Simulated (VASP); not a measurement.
Runs of VASP 6.6.1 on CsSbSI2. The structure is that of space group P4/mmm (No. 123), or close to it. The cells are those of the table. 

| cell | gap on the mesh (eV) | pressure (GPa) |
| --- | --- | --- |
| a = 6.182, b = 6.182, c = 5.125 Å, 5 atoms | none | 0.8 |
| a = 6.160, b = 6.160, c = 5.260 Å, 5 atoms | none | (b) |
| a = 6.080, b = 6.080, c = 4.967 Å, 5 atoms | none | 3.1 |
| a = 6.509, b = 6.509, c = 4.931 Å, 5 atoms | none | 0.2 |
| a = 6.615, b = 6.615, c = 4.863 Å, 5 atoms | none | (a) |
| a = 6.012, b = 6.012, c = 5.141 Å, 5 atoms | none | 2.3 |

Alike in all rows: task single point; level PBE; potentials or basis VASP PAW PBE potentials, release 64 (Cs_sv, Sb, S, I); no spin polarisation; k mesh 6 × 6 × 8; cutoff (eV) 520; smearing gaussian 0.05 eV.

Task: Estimate the missing entries.

Result: (a) 0.3; (b) 0.1.

Caveats: spin-orbit coupling is left out, which moves the levels of the heavy elements; semilocal functionals underestimate gaps, and a narrow one can read as zero (at least some runs); the cell stands under pressure (at least some runs); the stress differs along the axes, from -1 to 4 GPa (at least some runs).

A k mesh can miss the band edges, and the runs leave out spin-orbit coupling on Cs, I, Sb.

A gap of «none» marks levels without a gap at the run's occupations.
